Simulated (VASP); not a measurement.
Input of a VASP 6.6.1 run:

Contents of INCAR:

```
SYSTEM = SiNi
  ALGO = Normal
  EDIFF = 1E-7
  ENCUT = 520
  GGA = PE
  ISIF = 2
  ISMEAR = 0
  ISPIN = 2
  LASPH = .TRUE.
  LCHARG = .TRUE.
  LELF = .TRUE.
  LMAXMIX = 4
  LORBIT = 11
  LREAL = .FALSE.
  LVHAR = .TRUE.
  LWAVE = .FALSE.
  MAGMOM = 0.5 0.5 0.5 0.5 0 0 0 0
  NBANDS = 42
  NELM = 150
  NUPDOWN = 2.0
  PREC = Accurate
  SIGMA = 0.1
```

KPOINTS

```
k-points
0
G
  5 7 4
  0 0 0
```

The input POSCAR:

```
SiNi
1.0
    5.1752000000      0.0000000000      0.0000000000
    0.0000000000      3.3321000000      0.0000000000
    0.0000000000      0.0000000000      5.6094000000
Ni Si
4 4
Direct
    0.0078500000      0.2500000000      0.1873100000
    0.4921500000      0.7500000000      0.6873100000
    0.5078500000      0.2500000000      0.3126900000
    0.9921500000      0.7500000000      0.8126900000
    0.3215200000      0.7500000000      0.0816600000
    0.1784800000      0.2500000000      0.5816600000
    0.8215200000      0.7500000000      0.4183400000
    0.6784800000      0.2500000000      0.9183400000
```

Potentials or basis: VASP PAW PBE potentials, release 64 (Ni, Si).

Command:

```sh
$ cat potpaw_PBE.64/Ni/POTCAR potpaw_PBE.64/Si/POTCAR > POTCAR
$ mpirun -np 1 vasp_std > vasp.out
```

(1) What does it give for the largest force?

(2) Predict the pressure.

## Answers

(1) 0.179 eV/Å.

(2) 3.7 GPa.

Caveat: the cell stands under pressure; the total moment is fixed, so each spin has its own Fermi level and the state may be an excited one.
